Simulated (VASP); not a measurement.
Wanted: the native input for a VASP 6.6.1 run.

```
Task                   : electric field gradients
Functional             : PBEsol
Potentials or basis    : VASP PAW PBE potentials, release 64 (Sc_sv, Si)
Cutoff                 : 520 eV
k mesh                 : 13 × 13 × 11
Occupations            : fermi-dirac, width 0.05 eV
Spin                   : no spin polarisation
Dipole correction      : no
Further INCAR settings : ALGO = Normal; EDIFF = 1e-08; NBANDS = 16
```

The structure of ScSi2 lies in POSCAR:

```
ScSi2
1.0
    3.7317816154      0.0000000000      0.0000000000
   -1.8658908077      3.2318176803      0.0000000000
    0.0000000000      0.0000000000      3.9459016228
Sc Si
1 2
Direct
    0.0000000000      0.0000000000      0.0000000000
    0.3333333333      0.6666666667      0.5000000000
    0.6666666667      0.3333333333      0.5000000000
```

The input as run:

INCAR

```
SYSTEM = ScSi2
PREC = Accurate ; ENCUT = 520
EDIFF = 1E-8 ; ISMEAR = -1
SIGMA = 0.05 ; LREAL = .FALSE.
LASPH = .TRUE. ; NELM = 100
ALGO = Normal ; ISIF = 2
LWAVE = .FALSE. ; LCHARG = .FALSE.
GGA = PS ; LEFG = .TRUE.
NBANDS = 16
```

KPOINTS

```
regular mesh
0
G
  13 13 11
  0 0 0
```

Potentials or basis: VASP PAW PBE potentials, release 64 (Sc_sv, Si).

The run is started by

```console
$ cat potpaw_PBE.64/Sc_sv/POTCAR potpaw_PBE.64/Si/POTCAR > POTCAR
$ mpirun -np 1 vasp_std > vasp.out
```

Results of the run:

* Pressure: 12.1 GPa
* Band gap on the k mesh: zero (an odd number of electrons rules out a gap without spin polarisation)
* Largest electric field gradient by atom: Sc -6.3; Si +12.8 V/Å²

Caveat: the cell stands under pressure; without QUAD_EFG the Cq values of the log hold for a quadrupole moment of 1 mb, not for the nuclei; the PAW data sets were made with another functional, which shifts forces and pressure a little.

Wall time 79 s on 1 thread of AMD EPYC 7R13 Processor (Zen 3), with other jobs on the host, peak memory 0.2 GiB.
